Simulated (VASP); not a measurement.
# K (P4/mmm) in VASP: single point with r2SCAN

Aim: the single point of K with r2SCAN.

All numbers are computed with VASP 6.6.1; they aren't measurements. Logs are shortened: lines on timing, memory, paths and dates and some standing lists are left out, and cuts for length are marked.

## (1) The cell of the first run

The structure is tetragonal, space group P4/mmm (No. 123). Conventional cell: a = 10.584 Å, b = 10.584 Å, c = 4.325 Å, α = 90.00°, β = 90.00°, γ = 90.00°. K (site symmetry 4/mmm) has 2 K at 4.32 Å within 5.7 Å.

## (2) Single point, r2SCAN

The input, POSCAR:

```
K
1.0
   10.5835863000      0.0000000000      0.0000000000
    0.0000000000     10.5835863000      0.0000000000
    0.0000000000      0.0000000000      4.3245980000
K
1
Direct
    0.0000000000      0.0000000000      0.0000000000
```

The input, INCAR.step1:

```
PREC     = Accurate       # precision mode
ENCUT    = 520            # plane-wave cutoff, eV
ISMEAR   = -1             # smearing method
SIGMA    = 0.1            # smearing width, eV
LREAL    = False          # projectors in reciprocal space
LASPH    = True           # aspherical terms in the spheres
NELM     = 80             # most SCF steps
NBANDS   = 10             # bands
GGA      = PE             # functional
ALGO     = Normal         # electronic algorithm
EDIFF    = 1E-4           # SCF threshold, eV
LWAVE    = True           # write WAVECAR
LCHARG   = False          # write CHGCAR
```

The input, INCAR.step2:

```
PREC     = Accurate       # precision mode
ENCUT    = 520            # plane-wave cutoff, eV
EDIFF    = 1E-7           # SCF threshold, eV
ISMEAR   = -1             # smearing method
SIGMA    = 0.1            # smearing width, eV
LREAL    = False          # projectors in reciprocal space
LASPH    = True           # aspherical terms in the spheres
NELM     = 80             # most SCF steps
ALGO     = Normal         # electronic algorithm
ISIF     = 2              # what is computed and relaxed
LWAVE    = False          # write WAVECAR
LCHARG   = False          # write CHGCAR
METAGGA  = R2SCAN         # meta-GGA
LMIXTAU  = True         
NBANDS   = 10             # bands
ISTART   = 1
```

The input, KPOINTS:

```
regular mesh
0
Gamma
  4 4 8
```

Potentials or basis: VASP PAW PBE potentials, release 64 (K_sv).

The run is started by

```bash
$ cat potpaw_PBE.64/K_sv/POTCAR > POTCAR
$ cp INCAR.step1 INCAR
$ mpirun -np 1 vasp_std > vasp.out
$ cp INCAR.step2 INCAR
$ mpirun -np 1 vasp_std > vasp.out
```

OUTCAR:

```text
PREC = Accurate
   ENCUT = 520
   EDIFF = 1E-7
   ISMEAR = -1
   LREAL = False
   LASPH = True
   NELM = 80
   ISIF = 2
   METAGGA = R2SCAN
   ISTART = 1

 ion  position               nearest neighbor table
   1  0.000  0.000  0.000-

  LATTYP: Found a simple tetragonal cell.
 ALAT       =    10.5835863000
 C/A-ratio  =     0.4086136662

  Lattice vectors:

 A1 = (  10.5835863000,   0.0000000000,   0.0000000000)
 A2 = (   0.0000000000,  10.5835863000,   0.0000000000)
 A3 = (   0.0000000000,   0.0000000000,   4.3245980000)

Analysis of symmetry for initial positions (statically):
=====================================================================
 Subroutine PRICEL returns:
 Original cell was already a primitive cell.

 Routine SETGRP: Setting up the symmetry group for a
 simple tetragonal supercell.

 Subroutine GETGRP returns: Found 16 space group operations
 (whereof 16 operations were pure point group operations)
 out of a pool of 16 trial point group operations.

The static configuration has the point symmetry D_4h.

Analysis of symmetry for dynamics (positions and initial velocities):
=====================================================================
 Subroutine PRICEL returns:
 Original cell was already a primitive cell.

 Routine SETGRP: Setting up the symmetry group for a
 simple tetragonal supercell.

 Subroutine GETGRP returns: Found 16 space group operations
 (whereof 16 operations were pure point group operations)
 out of a pool of 16 trial point group operations.

The dynamic configuration has the point symmetry D_4h.

 Subroutine INISYM returns: Found 16 space group operations
 (whereof 16 operations are pure point group operations),
 and found     1 'primitive' translations

----------------------------------------------------------------------------------------

                                     Primitive cell

  volume of cell :     484.4082

  direct lattice vectors                    reciprocal lattice vectors
    10.583586300  0.000000000  0.000000000     0.094485931  0.000000000  0.000000000
     0.000000000 10.583586300  0.000000000     0.000000000  0.094485931  0.000000000
     0.000000000  0.000000000  4.324598000     0.000000000  0.000000000  0.231235366

  length of vectors
    10.583586300 10.583586300  4.324598000     0.094485931  0.094485931  0.231235366

  position of ions in fractional coordinates (direct lattice)
     0.000000000  0.000000000  0.000000000

  ion indices of the primitive-cell ions
[... 79 lines left out ...]
   NFREE  =      0    steps in history (QN), initial steepest desc. (CG)
   ISIF   =      2    stress and relaxation
   ISYM   =      2    0-nonsym 1-usesym 2-fastsym
   POTIM  = 0.5000    time-step for ionic-motion
   TEBEG  =    0.0;   TEEND  =   0.0 temperature during run
   PSTRESS=    0.0 pullay stress
   NELECT =       9.0000    total number of electrons
   NUPDOWN=      -1.0000    fix difference up-down
   EMIN   =  10.00;   EMAX   =-10.00  energy-range for DOS
   EFERMI =   0.00;   METHOD = LEGACY
   ISMEAR =    -1;   SIGMA  =   0.10  broadening in eV -4-tet -1-fermi 0-gaus
   EFERMI_NEDOS =   21; number of points for ismear=-14 and -15
   IALGO  =     38    algorithm
   IMIX   =      4    mixing-type and parameters
     AMIX     =   0.40;   BMIX     =  1.00
     AMIX_MAG =   1.60;   BMIX_MAG =  1.00
  volume/ion in A,a.u.               =     484.41      3268.95
  Fermi-wavevector in a.u.,A,eV,Ry     =   0.433596  0.819377  2.557969  0.188005
  Thomas-Fermi vector in A             =   1.404095
   LORBIT       =      0    0 simple, 1 ext, 2 COOP (PROOUT), +10 PAW based schemes
   METAGGA = R2SCAN    functional components
   LHFCALC =     F    Hartree Fock is set to
   AEXX    =    0.0000 exact exchange contribution
   IVDW    =     0    specifies the selected vdW correction
   LEPSILON=     F    determine dielectric tensor
   LRPA    =     F    only Hartree local field effects (RPA)
 non-spin polarized calculation
  energy-cutoff  :      520.00
  volume of cell :      484.41
 maximum number of plane-waves:     13104
 NGX is ok and might be reduce to    80
   NGX = 39   NGY = 39   NGZ = 17

 number of electron       8.9999999 magnetization

 Free energy of the ion-electron system (eV)
  ---------------------------------------------------
  ext. energy  EPLUGINS =         0.00000000
  ---------------------------------------------------
  free energy    TOTEN  =        -5.46058857 eV

  energy without entropy =       -5.42303200  energy(sigma->0) =       -5.44181028

 E-fermi :  -1.9940     XC(G=0):  -1.8291

 val. band max:       -1.9968176563   @ k =   0.5000   0.0000   0.2500
 cond. band min:      -1.9831449633   @ k =   0.5000   0.2500   0.2500
 fundamental gap:      0.0136726929
 Fermi energy:        -1.9940152197

 k-point     1 :       0.0000    0.0000    0.0000
  band No.  band energies     occupation
      1     -36.1755      2.00000
      2     -18.8877      2.00000
      3     -18.8877      2.00000
      4     -18.8014      2.00000
      5      -2.6601      1.99744
      6      -0.6436      0.00000
      7      -0.6436      0.00000
      8       0.1603      0.00000
      9       0.3901      0.00000
     10       0.9245      0.00000
[... 287 lines left out ...]
 k-point    24 :       0.5000    0.5000    0.3750
  band No.  band energies     occupation
      1     -36.1720      2.00000
      2     -18.8805      2.00000
      3     -18.8805      2.00000
      4     -18.8718      2.00000
      5      -1.2315      0.00098
      6       0.1169      0.00000
      7       0.1169      0.00000
      8       0.8518      0.00000
      9       1.4403      0.00000
     10       1.8184      0.00000

 [... further k-points ...]

------------------------ aborting loop because EDIFF is reached ----------------------------------------

  FORCE on cell =-STRESS in cart. coord.  units (eV):
  Direction    XX          YY          ZZ          XY          YZ          ZX
  --------------------------------------------------------------------------------------
  -------------------------------------------------------------------------------------
  Total       -0.0166877     -0.0166877      0.0472262      0.0000000      0.0000000      0.0000000
  in kB       -0.0551943     -0.0551943      0.1562005      0.0000000      0.0000000      0.0000000
  external PRESSURE =       0.0152706 kB  Pullay stress =       0.0000000 kB

 VOLUME and BASIS-vectors are now :
 -----------------------------------------------------------------------------
  energy-cutoff  :      520.00
  volume of cell :      484.41
      direct lattice vectors                 reciprocal lattice vectors
    10.583586300  0.000000000  0.000000000     0.094485931  0.000000000  0.000000000
     0.000000000 10.583586300  0.000000000     0.000000000  0.094485931  0.000000000
     0.000000000  0.000000000  4.324598000     0.000000000  0.000000000  0.231235366

 POSITION                                       TOTAL-FORCE (eV/Angst)
 -----------------------------------------------------------------------------------
      0.00000      0.00000      0.00000         0.000000      0.000000      0.000000
 -----------------------------------------------------------------------------------
    total drift:                               -0.000000      0.000000      0.000000

  FREE ENERGIE OF THE ION-ELECTRON SYSTEM (eV)
  ---------------------------------------------------
  free  energy   TOTEN  =        -5.4605885737 eV

  energy  without entropy=       -5.4230319955  energy(sigma->0) =       -5.44181028
```

OUTCAR.step1:

```text
PREC = Accurate
   ENCUT = 520
   ISMEAR = -1
   LREAL = False
   LASPH = True
   NELM = 80
[... 528 lines left out ...]
 POSITION                                       TOTAL-FORCE (eV/Angst)
 -----------------------------------------------------------------------------------
      0.00000      0.00000      0.00000         0.000000      0.000000      0.000000
 -----------------------------------------------------------------------------------
    total drift:                                0.000000      0.000000      0.000000

  FREE ENERGIE OF THE ION-ELECTRON SYSTEM (eV)
  ---------------------------------------------------
  free  energy   TOTEN  =        -0.5725313662 eV

  energy  without entropy=       -0.5338969016  energy(sigma->0) =       -0.55321413
```

OSZICAR.step1:

```text
N       E                     dE             d eps       ncg     rms          rms(c)
DAV:   1     0.661227837386E+02    0.66123E+02   -0.22528E+03   664   0.504E+02
DAV:   2     0.491353886231E+01   -0.61209E+02   -0.59595E+02   694   0.135E+02
DAV:   3    -0.180100382751E+00   -0.50936E+01   -0.50849E+01   770   0.434E+01
DAV:   4    -0.565903025070E+00   -0.38580E+00   -0.38248E+00  1098   0.939E+00
DAV:   5    -0.568224885030E+00   -0.23219E-02   -0.23196E-02   814   0.831E-01    0.733E-01
DAV:   6    -0.571056702119E+00   -0.28318E-02   -0.19379E-03   802   0.256E-01    0.475E-01
DAV:   7    -0.572470263563E+00   -0.14136E-02   -0.57276E-03   808   0.423E-01    0.830E-02
DAV:   8    -0.572009278673E+00    0.46098E-03   -0.10926E-03   868   0.138E-01    0.342E-02
DAV:   9    -0.571479749972E+00    0.52953E-03   -0.75738E-04   820   0.913E-02    0.253E-02
DAV:  10    -0.571941459160E+00   -0.46171E-03   -0.16065E-04   672   0.627E-02    0.143E-02
DAV:  11    -0.572262159646E+00   -0.32070E-03   -0.26047E-04   618   0.573E-02    0.647E-03
DAV:  12    -0.572393102964E+00   -0.13094E-03   -0.58713E-05   672   0.289E-02    0.467E-03
DAV:  13    -0.572521203000E+00   -0.12810E-03   -0.64215E-05   612   0.253E-02    0.212E-03
DAV:  14    -0.572531366233E+00   -0.10163E-04   -0.10887E-05   626   0.115E-02
   1 F= -.57253137E+00 E0= -.55321413E+00  d E =-.386345E-01
```

It took 15 min on 1 thread of Intel Xeon 6975P-C, shared host; peak memory 0.61 GiB.

What came out:

| Property | Result |
| --- | --- |
| Free energy | -5.4606 eV |
| Pressure | 0.0 GPa |

Caveat: the PAW data sets were made with another functional, which shifts forces and pressure a little.
